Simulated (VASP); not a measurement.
## CdF2: single point with PBE

The system is CdF2.

```xyz
3
Lattice="0.0000 2.7403 2.7767 2.7403 0.0000 2.7767 2.7403 2.7403 0.0000" Properties=species:S:1:pos:R:3 pbc="T T T"
Cd    0.0000    0.0000    0.0000
F     1.3701    1.3701    1.3884
F     4.1104    4.1104    4.1651
```

This cell differs from its parent crystal: engineering shear strain xy +0.0000, normal strain along z +0.0133.

```json
{
 "Program": "VASP 6.6.1",
 "Task": "single point",
 "Functional": "PBE",
 "Potentials or basis": "VASP PAW PBE potentials, release 64 (Cd, F)",
 "Cutoff": "520 eV",
 "k mesh": "8 × 8 × 8",
 "Occupations": "gaussian, width 0.05 eV",
 "Spin": "no spin polarisation",
 "Dipole correction": "no",
 "Further INCAR settings": "ALGO = Normal; EDIFF = 1e-06; NBANDS = 20"
}
```

The pressure is -0.7 GPa and the band gap on the k mesh is 2.83 eV (least direct gap 3.39 eV).

Stress tensor (GPa, compression positive):
```
-0.21  0.00  0.00
 0.00 -0.21  0.00
 0.00  0.00 -1.57
```

Levels at points of the mesh, in eV from the valence-band top:
```
           k point  band 9  band 10  band 11  band 12  band 13  band 14  band 15  band 16  band 17  band 18
(0.00, 0.00, 0.00)   -0.80    -0.80    -0.60    -0.60    -0.56     2.83    12.36    12.36    12.40    17.04
(0.50, 0.00, 0.00)   -2.02    -1.64    -1.61    -0.45    -0.44     6.68     8.92    13.88    13.97    17.65
(0.50, 0.50, 0.00)   -2.63    -2.63    -0.44    -0.08    -0.08     7.47     9.31    11.77    13.73    13.73
(0.50, 0.00, 0.50)   -2.67    -2.64    -0.37    -0.12    -0.08     7.46     9.28    11.77    13.60    13.75
```

It took 30 s on 1 thread of Intel(R) Xeon(R) Platinum 8488C (Sapphire Rapids), on a shared host, peak memory 0.19 GiB.

Caveat: the cell differs from its parent crystal (engineering shear strain xy +0.0000, normal strain along z +0.0133). A k mesh can miss the band edges.
